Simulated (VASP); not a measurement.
C: single point with PBE+D3(BJ)

Crystal: C.

```
C
1.0
     0.00000    1.42317   -3.36139
    -2.46500    0.00000    0.00000
     2.46500   11.06720    2.14855
C
10
Cartesian
  0.9860 8.8236 1.0077
  -1.4790 1.7078 -2.3537
  -0.2465 3.8425 -2.3537
  -1.4790 4.5541 1.0077
  -0.2465 6.6889 1.0077
  -0.2465 2.4194 -2.3523
  -1.4790 3.1310 1.0091
  -0.2465 5.2657 1.0091
  -1.4790 7.4005 1.0091
  -0.2465 9.5352 1.0091
```

This cell differs from its parent crystal: the part above a cut slid along it.

| Property | Result |
| --- | --- |
| Program | VASP 6.6.1 |
| Task | single point |
| Functional | PBE |
| Dispersion | D3(BJ) |
| Potentials or basis | VASP PAW PBE potentials, release 64 (C) |
| Cutoff | 520 eV |
| k mesh | 7 × 11 × 3 |
| Occupations | gaussian, width 0.05 eV |
| Spin | no spin polarisation |

* Pressure: -1.6 GPa
* Largest force: 2.153 eV/Å
* Dispersion energy per atom: -0.146 eV

Forces on the atoms (eV/Å):
```
C    0.001  2.151  0.082
C    0.001  1.032 -0.563
C    0.001  0.673  0.266
C    0.001  0.074 -0.024
C    0.002  0.074  0.023
C   -0.001 -2.151 -0.082
C   -0.001 -0.074 -0.023
C   -0.002 -0.074  0.024
C   -0.001 -0.673 -0.266
C   -0.001 -1.032  0.563
```

Stress tensor (GPa, compression positive):
```
-2.33 -0.01 -0.01
-0.01 -0.69  0.09
-0.01  0.09 -1.74
```

Wall time 4.8 min on 1 thread of Intel(R) Xeon(R) Platinum 8488C (Sapphire Rapids), on a shared host, peak memory 0.35 GiB.

Caveat: the cell differs from its parent crystal (the part above a cut slid along it); forces of over 1 eV/Å act on the atoms, so gaps and moduli don't describe the material at rest.
